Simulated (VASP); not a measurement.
A run of VASP 6.6.1 is set up as follows.

INCAR

```
PREC = Accurate
ENCUT = 600
EDIFF = 1E-7
ISMEAR = -1
SIGMA = 0.08
LREAL = False
LASPH = True
NELM = 100
ALGO = Normal
ISIF = 4
LWAVE = False
LCHARG = False
GGA = PE
IBRION = 2
NSW = 50
EDIFFG = -0.005
```

KPOINTS

```
Automatic mesh
0
Gamma
  4 4 6
```

POSCAR

```
Cs
1.0
    7.0100895119      0.0000000000      0.0000000000
   -3.5050447559      6.0709156001      0.0000000000
    0.0000000000      0.0000000000      4.1691985528
Cs
3
Direct
    0.0000000000      0.0000000000      0.0000000000
    0.3333333333      0.6666666667      0.5000000000
    0.6666666667      0.3333333333      0.5000000000
```

Potentials or basis: VASP PAW PBE potentials, release 64 (Cs_sv).

Run with:

```sh
$ cat potpaw_PBE.64/Cs_sv/POTCAR > POTCAR
$ mpirun -np 1 vasp_std > vasp.out
```

(1) Predict the band gap on the k mesh.

Answers

(1) zero (an odd number of electrons rules out a gap without spin polarisation).

Caveat: the relaxation stopped at its first step, so nothing moved; spin-orbit coupling is left out, which moves the levels of the heavy elements.
